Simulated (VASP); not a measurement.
A run of VASP 6.6.1 is set up as follows.

File INCAR:

```
SYSTEM = TiO2
PREC     = Accurate       ! precision mode
ENCUT    = 520            ! plane-wave cutoff, eV
EDIFF    = 1E-6           ! SCF threshold, eV
ISMEAR   = 0              ! smearing method
SIGMA    = 0.05           ! smearing width, eV
LREAL    = .False.        ! projectors in reciprocal space
LASPH    = .True.         ! aspherical terms in the spheres
NELM     = 80             ! most SCF steps
ALGO     = Normal         ! electronic algorithm
ISIF     = 2              ! what is computed and relaxed
LWAVE    = .False.        ! write WAVECAR
LCHARG   = .False.        ! write CHGCAR
GGA      = PE             ! functional
NBANDS   = 33             ! bands
```

Contents of KPOINTS:

```
regular mesh
0
Gamma
  8 8 10
  0 0 0
```

The input POSCAR:

```
TiO2
1.0
    4.5935478999      0.0000000000      0.0000000000
    0.0000000000      4.5935478999      0.0000000000
    0.0000000000      0.0000000000      2.7055997131
Ti O
2 4
Direct
    0.0000000000      0.0000000000      0.0000000000
    0.5000000000      0.5000000000      0.5000000000
    0.3050970583      0.3050970583      0.0000000000
    0.1949029417      0.8050970583      0.5000000000
    0.6949029417      0.6949029417      0.0000000000
    0.8050970583      0.1949029417      0.5000000000
```

Potentials or basis: VASP PAW PBE potentials, release 64 (Ti_sv, O).

Launch:

```bash
$ cat potpaw_PBE.64/Ti_sv/POTCAR potpaw_PBE.64/O/POTCAR > POTCAR
$ mpirun -np 1 vasp_std > vasp.out
```

(1) Estimate the band gap on the k mesh.

(2) What does it give for the pressure?

(3) What does it give for the largest force?

## Answers

(1) 2.22 eV (least direct gap 2.28 eV).

(2) 39.5 GPa.

(3) 1.216 eV/Å.

Caveat: the stress differs along the axes, from 26 to 66 GPa; forces of over 1 eV/Å act on the atoms, so gaps and moduli don't describe the material at rest.
